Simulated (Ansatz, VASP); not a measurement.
## Two plane-wave programs on WSe2

```
CELL_PARAMETERS angstrom
3.27025 0.00000 0.00000
-1.63513 2.83212 0.00000
0.00000 0.00000 15.99477
ATOMIC_POSITIONS crystal
W 0.00000 0.00000 0.00000
Se 0.33333 0.66667 0.10459
Se 0.33333 0.66667 0.89541
```

Change from the starting cell: strain along c alone, the other axes held, atoms relaxed: -4.0 %.

Alike in both runs: functional PBEsol; k mesh 12 × 12 × 2; occupations gaussian, width 0.02 eV; no spin polarisation.

Ansatz relaxed the structure, and its values are those at the end. VASP's run is a single point on that final structure, the one shown.

|  | VASP | Ansatz |
| --- | --- | --- |
| version | VASP 6.6.1 | Ansatz 0.2.0 |
| potentials or method | VASP PAW PBE potentials, release 64 (W_sv, Se), cutoff 520 eV | scalar-relativistic, plane waves, PAW |
| valence electrons in the cell | 26 | 46 |

```csv
,VASP,Ansatz,Ansatz less VASP
gap on the k mesh at the Fermi level (eV),1.69,1.69,-0.001
least direct gap on the mesh (eV),1.69,1.69,+0.003
rms of the force components (eV/Å),0.027,0.002,-0.0245
```

VASP's potentials were made for PBE, not for PBEsol. The functional is the same, so the differences come from potentials, cutoffs and numerics. VASP's potentials hold 26 valence electrons a cell and Ansatz's 46, so a difference there can come from the potentials and not from the codes. Ansatz's warnings: stress scf threshold loose.

Spin-orbit coupling is off throughout.
